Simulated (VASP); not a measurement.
The system is Zn2PCl.

```
Zn P Cl
1.0
     1.77630    1.02555    5.80722
    -1.77630    1.02555    5.80722
     0.00000   -2.05110    5.80722
Zn P Cl
2 1 1
Direct
  0.24500 0.24500 0.24500
  0.75500 0.75500 0.75500
  0.50000 0.50000 0.50000
  0.00000 0.00000 0.00000
```

| Property | Result |
| --- | --- |
| Program | VASP 6.6.1 |
| Task | relaxation of cell and atoms |
| Functional | PBEsol |
| Potentials or basis | VASP PAW PBE potentials, release 64 (Zn, P, Cl) |
| Cutoff | 600 eV |
| k mesh | 6 × 6 × 6 |
| Occupations | gaussian, width 0.1 eV |
| Spin | no spin polarisation |

At the start: pressure 6.0 GPa; volume 15.87 Å³/atom.

Question: Where does the relaxation end?

Answer: Over 8 steps the energy falls by 114.9 meV/atom and the volume is 17.69 Å³/atom (+11.5 %); space group R-3m (No. 166, to 0.1 Å) before and after.

The path:
| step | energy change (eV) | largest force (eV/Å) | pressure (GPa) | volume (Å³) |
| --- | --- | --- | --- | --- |
| 1 | 0.0000 | 1.3783 | 6.03 | 63.47 |
| 2 | -0.2481 | 1.0480 | -0.74 | 69.12 |
| 3 | -0.2787 | 0.9559 | -3.04 | 71.94 |
| 4 | -0.4121 | 0.5265 | -0.75 | 70.61 |
| 5 | -0.4481 | 0.0711 | 1.14 | 69.61 |
| 6 | -0.4585 | 0.0402 | -0.08 | 70.86 |
| 7 | -0.4585 | 0.0470 | -0.15 | 70.95 |
| 8 | -0.4597 | 0.0323 | -0.11 | 70.74 |

Final structure:
```
CELL_PARAMETERS angstrom
1.84510 1.06527 5.99879
-1.84510 1.06527 5.99879
0.00000 -2.13054 5.99879
ATOMIC_POSITIONS crystal
Zn 0.23067 0.23067 0.23067
Zn 0.76933 0.76933 0.76933
P 0.50000 0.50000 0.50000
Cl 0.00000 0.00000 0.00000
```

Caveat: the PAW data sets were made with another functional, which shifts forces and pressure a little; the relaxation stopped at a loose force limit of 0.05 eV/Å, so its end isn't a converged minimum.
